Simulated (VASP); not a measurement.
The system is C.

```
C
1.0
     0.00000    1.77691   -1.77691
    -1.77691    0.00000    1.77691
     3.55381    3.55381    3.55381
C
6
Direct
  0.33333 0.66667 0.20833
  0.66667 0.33333 0.54167
  0.00000 0.00000 0.87500
  0.00000 0.00000 0.12500
  0.33333 0.66667 0.45833
  0.66667 0.33333 0.79167
```

Base run:

| Item | Value |
| --- | --- |
| Program | VASP 6.6.1 |
| Functional | PBE |
| Potentials or basis | VASP PAW PBE potentials, release 64 (C) |
| Cutoff | 520 eV |
| k mesh | 12 × 12 × 4 |
| Occupations | fermi-dirac, width 0.02 eV |
| Spin | no spin polarisation |

Its results: band gap on the k mesh 4.22 eV; pressure 7.4 GPa.

Q: The run is repeated on the same cell with these changes: functional from PBE to PBEsol; further incar settings from ALGO = Normal; EDIFF = 1e-07; NBANDS = 21 to ALGO = Normal; EDIFF = 1e-06; NBANDS = 21. What comes out?

A: Band gap on the k mesh 4.10 eV; pressure 1.1 GPa.

Caveats: the cell stands under pressure (at least some runs); the PAW data sets were made with another functional, which shifts forces and pressure a little (at least some runs).

A k mesh can miss the band edges.
